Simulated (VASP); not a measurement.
A run of VASP 6.6.1:

File INCAR:

```
SYSTEM = Li2O
  PREC = Accurate
  ENCUT = 750
  EDIFF = 1E-6
  ISMEAR = 0
  SIGMA = 0.1
  LREAL = .False.
  LASPH = .True.
  NELM = 120
  ALGO = Normal
  ISIF = 2
  LWAVE = .False.
  LCHARG = .True.
  LELF = .True.
  LVHAR = .True.
  NBANDS = 13
  GGA_COMPAT = .False.
```

Contents of KPOINTS:

```
Automatic mesh
0
Gamma
  6 6 6
  0 0 0
```

Contents of POSCAR:

```
Li2O
1.0
    0.0000000000      2.3000000000      2.3000000000
    2.3000000000      0.0000000000      2.3000000000
    2.3000000000      2.3000000000      0.0000000000
O Li
1 2
Direct
    0.0000000000      0.0000000000      0.0000000000
    0.2500000000      0.2500000000      0.2500000000
    0.7500000000      0.7500000000      0.7500000000
```

Potentials or basis: VASP PAW LDA potentials, release 64 (O, Li_sv).

Command:

```bash
$ cat potpaw_LDA.64/O/POTCAR potpaw_LDA.64/Li_sv/POTCAR > POTCAR
$ mpirun -np 1 vasp_std > vasp.out
```

Hardware: 1 thread of AMD EPYC 9R45 (Zen 5), on a shared host.

Question: How long does it take, and how much memory?

Answer: Run time: 5.5 s on 1 thread of AMD EPYC 9R45 (Zen 5), on a shared host, peak memory 0.1 GiB. Counts: scf iterations 12, k points 16.
